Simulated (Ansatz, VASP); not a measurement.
**One calculation of InSe, two programs**

POSCAR

```
InSe
1.0
    2.0263188076      1.1698957091      8.5510653682
   -2.0263188076      1.1698957091      8.5510653682
    0.0000000000     -2.3397914182      8.5510653682
In Se
2 2
Direct
    0.8886000000      0.8886000000      0.8886000000
    0.0000000000      0.0000000000      0.0000000000
    0.1719000000      0.1719000000      0.1719000000
    0.3835000000      0.3835000000      0.3835000000
```

File INCAR.step1:

```
SYSTEM = InSe
PREC = Accurate ; ENCUT = 520
ISMEAR = -1 ; SIGMA = 0.05
LREAL = .FALSE. ; LASPH = .TRUE.
NELM = 80 ; NBANDS = 27
GGA = PE ; ALGO = Normal
EDIFF = 1E-4 ; LWAVE = .TRUE.
LCHARG = .FALSE.
```

File INCAR.step2:

```
SYSTEM = InSe
PREC = Accurate ; ENCUT = 520
EDIFF = 1E-6 ; ISMEAR = -1
SIGMA = 0.05 ; LREAL = .FALSE.
LASPH = .TRUE. ; NELM = 80
ALGO = Normal ; ISIF = 2
LWAVE = .FALSE. ; LCHARG = .FALSE.
METAGGA = R2SCAN ; LMIXTAU = .TRUE.
NBANDS = 27 ; ISTART = 1
```

The input KPOINTS:

```
regular mesh
0
G
  8 8 8
  0 0 0
```

The input input.yaml:

```yaml
crystal:
  lattice:
    - [2.0263188076, 1.1698957091, 8.5510653682]
    - [-2.0263188076, 1.1698957091, 8.5510653682]
    - [0.0, -2.3397914182, 8.5510653682]
  atoms:
    - { symbol: In, position: [0.8886, 0.8886, 0.8886] }
    - { symbol: In, position: [0.0, 0.0, 0.0] }
    - { symbol: Se, position: [0.1719, 0.1719, 0.1719] }
    - { symbol: Se, position: [0.3835, 0.3835, 0.3835] }
hamiltonian:
  xc: r2scan
  pseudopotentials: { kind: paw }
kpoints:
  mp_grid: { grid: [8, 8, 8] }
scf:
  occupations: { method: fermi_dirac, width: 0.05 }
output:
  forces: true
  stress: true
  eigenvalues: true
```

Alike in both runs: task single point; functional r2SCAN; k mesh 8 × 8 × 8; occupations fermi-dirac, width 0.05 eV; no spin polarisation.

|  | VASP | Ansatz |
| --- | --- | --- |
| version | VASP 6.6.1 | Ansatz 0.2.0 |
| potentials or method | VASP PAW PBE potentials, release 64 (In_d, Se) | Ansatz PAW |
| plane-wave cutoff (eV) | 520 | 500 |
| valence electrons in the cell | 38 | 58 |

|  | VASP | Ansatz | Ansatz less VASP |
| --- | --- | --- | --- |
| gap on the k mesh at the Fermi level (eV) | 0.74 | 0.75 | +0.009 |
| least direct gap on the mesh (eV) | 0.74 | 0.75 | +0.009 |
| pressure (GPa) | -0.9 | -0.9 | -0.02 |
| traceless stress, the component that is largest in VASP (GPa) | -0.58 | -0.59 | -0.007 |
| rms of the force components (eV/Å) | 0.109 | 0.113 | +0.0043 |

VASP's potentials were made for PBE, not for r2SCAN. Atom by atom the forces differ by 0.007 eV/Å (rms over components). With one functional, cell and mesh, what is left measures potentials, basis and numerics. VASP's potentials hold 38 valence electrons a cell and Ansatz's 58, so a difference there can come from the potentials and not from the codes.
